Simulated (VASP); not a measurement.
Here is a VASP 6.6.1 calculation.

File INCAR:

```
SYSTEM = Se
PREC = Accurate
ENCUT = 520
EDIFF = 1E-7
ISMEAR = -1
SIGMA = 0.08
LREAL = .FALSE.
LASPH = .TRUE.
NELM = 80
ALGO = Normal
ISIF = 2
LWAVE = .FALSE.
LCHARG = .FALSE.
GGA = PE
NBANDS = 13
```

The input KPOINTS:

```
Automatic mesh
0
G
  14 14 8
  0 0 0
```

File POSCAR:

```
Se
1.0
    2.4782198832      0.0000000000      0.0000000000
   -1.2391099416      2.1462013751      0.0000000000
    0.0000000000      0.0000000000      3.7755762236
Se
2
Direct
    0.3333333333      0.6666666667      0.2500000000
    0.6666666667      0.3333333333      0.7500000000
```

Potentials or basis: VASP PAW PBE potentials, release 64 (Se).

Command:

```console
$ cat potpaw_PBE.64/Se/POTCAR > POTCAR
$ mpirun -np 1 vasp_std > vasp.out
```

Q: What does it give for the pressure?

A: 244.0 GPa.

Q: Estimate the band gap on the k mesh.

A: Zero (band 6 reaches 23.82 eV, above the bottom of band 7 at 12.81 eV).

Stress tensor (GPa, compression positive):
```
243.62   0.00   0.00
  0.00 243.62   0.00
  0.00   0.00 244.65
```
